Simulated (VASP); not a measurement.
# MgO: single point with LDA

MgO:

```xyz
2
Lattice="0.0000 2.1269 2.1269 2.1269 0.0000 2.1269 2.1269 2.1269 0.0000" Properties=species:S:1:pos:R:3 pbc="T T T"
Mg    0.0000    0.0000    0.0000
O     2.1269    2.1269    2.1269
```

| Quantity | Value |
| --- | --- |
| Program | VASP 6.6.1 |
| Task | single point |
| Functional | LDA |
| Potentials or basis | VASP PAW LDA potentials, release 64 (Mg, O) |
| Cutoff | 600 eV |
| k mesh | 10 × 10 × 10 |
| Occupations | gaussian, width 0.02 eV |
| Spin | no spin polarisation |

```yaml
Pressure: -12.0 GPa
Band_gap_on_the_k_mesh: 4.38 eV
```

Levels at points of the mesh, in eV from the valence-band top:
```csv
k point,band 2,band 3,band 4,band 5,band 6,band 7
"(0.00, 0.00, 0.00)",0.00,0.00,0.00,4.38,15.37,15.37
"(0.50, 0.00, 0.00)",-4.57,-0.63,-0.63,7.55,12.07,15.70
"(0.50, 0.50, 0.00)",-4.03,-1.33,-1.33,8.86,9.39,12.59
```

Run time: 14 s on 1 thread of Intel Xeon 8259CL, with other jobs on the host, peak memory 0.14 GiB.

Caveat: the cell stands under tension. A hybrid or GW would open this gap; LDA tends to underestimate it.
